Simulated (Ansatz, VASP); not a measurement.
One calculation of LiF, two programs

Contents of POSCAR:

```
LiF
1.0
    2.5162584444      0.0000000000      0.0000000000
    0.0000000000      2.5162584444      0.0000000000
    0.0000000000      0.0000000000      2.5162584444
Li F
1 1
Direct
    0.0000000000      0.0000000000      0.0000000000
    0.5000000000      0.5000000000      0.5000000000
```

INCAR.step1

```
SYSTEM = LiF
PREC     = Accurate       ! precision mode
ENCUT    = 520            ! plane-wave cutoff, eV
EDIFF    = 1E-5           ! SCF threshold, eV
ISMEAR   = 0              ! smearing method
SIGMA    = 0.01           ! smearing width, eV
LREAL    = .FALSE.        ! projectors in reciprocal space
LASPH    = .TRUE.         ! aspherical terms in the spheres
NELM     = 80             ! most SCF steps
ALGO     = Normal         ! electronic algorithm
ISIF     = 2              ! what is computed and relaxed
LWAVE    = .TRUE.         ! write WAVECAR
LCHARG   = .FALSE.        ! write CHGCAR
NBANDS   = 12             ! bands
GGA      = PE             ! functional
```

The input INCAR.step2:

```
SYSTEM = LiF
PREC     = Accurate       ! precision mode
ENCUT    = 520            ! plane-wave cutoff, eV
EDIFF    = 1E-7           ! SCF threshold, eV
ISMEAR   = 0              ! smearing method
SIGMA    = 0.01           ! smearing width, eV
LREAL    = .FALSE.        ! projectors in reciprocal space
LASPH    = .TRUE.         ! aspherical terms in the spheres
NELM     = 80             ! most SCF steps
ALGO     = Normal         ! electronic algorithm
ISIF     = 2              ! what is computed and relaxed
LWAVE    = .FALSE.        ! write WAVECAR
LCHARG   = .FALSE.        ! write CHGCAR
GGA      = PE             ! functional
LHFCALC  = .TRUE.         ! exact exchange
AEXX     = 0.4            ! exact-exchange fraction
PRECFOCK = Normal       
NBANDS   = 12             ! bands
ISTART   = 1
```

Contents of KPOINTS:

```
Automatic mesh
0
G
  4 4 4
  0 0 0
```

Input for Ansatz:

```yaml
crystal:
  lattice:
    - [2.5162584444, 0.0, 0.0]
    - [0.0, 2.5162584444, 0.0]
    - [0.0, 0.0, 2.5162584444]
  atoms:
    - { symbol: Li, position: [0.0, 0.0, 0.0] }
    - { symbol: F, position: [0.5, 0.5, 0.5] }
kpoints:
  mp_grid: { grid: [4, 4, 4] }
hamiltonian:
  xc: { exchange: pbe, correlation: pbe, exx: { coeff: 0.4 } }
scf:
  occupations: { method: fixed }
  n_extra_bands: 4
output:
  forces: true
  stress: true
  eigenvalues: true
```

Alike in both runs: task single point; functional PBE-based global hybrid; k mesh 4 × 4 × 4; no spin polarisation.

```csv
,VASP,Ansatz
version,VASP 6.6.1,Ansatz 0.2.0
potentials or method,"VASP PAW PBE potentials, release 64 (Li_sv, F)",plane waves
plane-wave cutoff (eV),520,420
occupations,"gaussian, width 0.01 eV",fixed
valence electrons in the cell,10,10
```

|  | VASP | Ansatz | Ansatz less VASP |
| --- | --- | --- | --- |
| gap on the k mesh at the Fermi level (eV) | 12.80 | 12.77 | -0.027 |

VASP's potentials were made for PBE, not for PBE-based global hybrid. Ansatz's warnings: stress exchange threshold loose, stress scf threshold loose.

The k mesh is coarse, so the values compare programs but aren't converged. Noted on VASP's run: the cutoff is short for stress, so the pressure is rough.
